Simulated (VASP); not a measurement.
The system is Ti3Se.

```
Se Ti
1.0
     3.15423    0.00000    0.00000
    -1.57712    2.73164    0.00000
     0.00000    0.00000    7.83540
Se Ti
1 3
Direct
  0.00000 0.00000 0.00000
  0.66667 0.33333 0.50000
  0.33333 0.66667 0.77290
  0.33333 0.66667 0.22710
```

This cell differs from its parent crystal: volume scaled by 0.96.

Base run:

* Program: VASP 6.6.1
* Functional: PBEsol
* Potentials or basis: VASP PAW PBE potentials, release 64 (Se, Ti_sv)
* Cutoff: 520 eV
* k mesh: 10 × 10 × 4
* Occupations: fermi-dirac, width 0.05 eV
* Spin: no spin polarisation

Its results: band gap on the k mesh zero (band 21 reaches 8.77 eV, above the bottom of band 22 at 8.20 eV); pressure 0.3 GPa; largest force 0.063 eV/Å.

**Question.** After a change of settings the same cell gave: band gap on the k mesh zero (band 21 reaches 8.72 eV, above the bottom of band 22 at 8.18 eV); pressure -3.4 GPa; largest force 0.048 eV/Å. Which change was it?
A. functional from PBEsol to PBE; further incar settings from ALGO = Normal; EDIFF = 1e-06; NBANDS = 29 to ALGO = Normal; EDIFF = 1e-07; NBANDS = 29
B. functional from PBEsol to r2SCAN; further incar settings from ALGO = Normal; EDIFF = 1e-06; NBANDS = 29 to ALGO = Normal; EDIFF = 1e-07; NBANDS = 29
C. functional from PBEsol to LDA; potentials or basis from VASP PAW PBE potentials, release 64 (Se, Ti_sv) to VASP PAW LDA potentials, release 64 (Se, Ti_sv)

**Answer.** C.

Caveats: the PAW data sets were made with another functional, which shifts forces and pressure a little (some runs).
